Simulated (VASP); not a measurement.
Input of a VASP 6.6.1 run:

Contents of INCAR:

```
PREC = Accurate ; ENCUT = 520
EDIFF = 1E-6 ; ISMEAR = 0
SIGMA = 0.15 ; LREAL = False
LASPH = True ; NELM = 80
ALGO = Normal ; ISIF = 2
LWAVE = False ; LCHARG = False
GGA = PS ; NBANDS = 16
```

KPOINTS

```
Automatic mesh
0
Gamma
  18 18 16
```

POSCAR

```
WC
1.0
    2.9005014360      0.0000000000      0.0000000000
   -1.4502507180      2.5119079273      0.0000000000
    0.0000000000      0.0000000000      2.8290000000
W C
1 1
Direct
   -0.0447866734     -0.0895733468     -0.0795334040
    0.6666666667      0.3333333333      0.5000000000
```

Potentials or basis: VASP PAW PBE potentials, release 64 (W_sv, C).

Launch:

```sh
$ cat potpaw_PBE.64/W_sv/POTCAR potpaw_PBE.64/C/POTCAR > POTCAR
$ mpirun -np 1 vasp_std > vasp.out
```

(1) What does it give for the largest force?

(2) Estimate the band gap on the k mesh.

## Answers

(1) 6.417 eV/Å.

(2) zero (bands 9 and 10 overlap by 0.71 eV).

Caveat: the cell differs from its parent crystal (atom 1 (W) moved by (-0.225, -0.225) A along y and z); the PAW data sets were made with another functional, which shifts forces and pressure a little; spin-orbit coupling is left out, which moves the levels of the heavy elements.
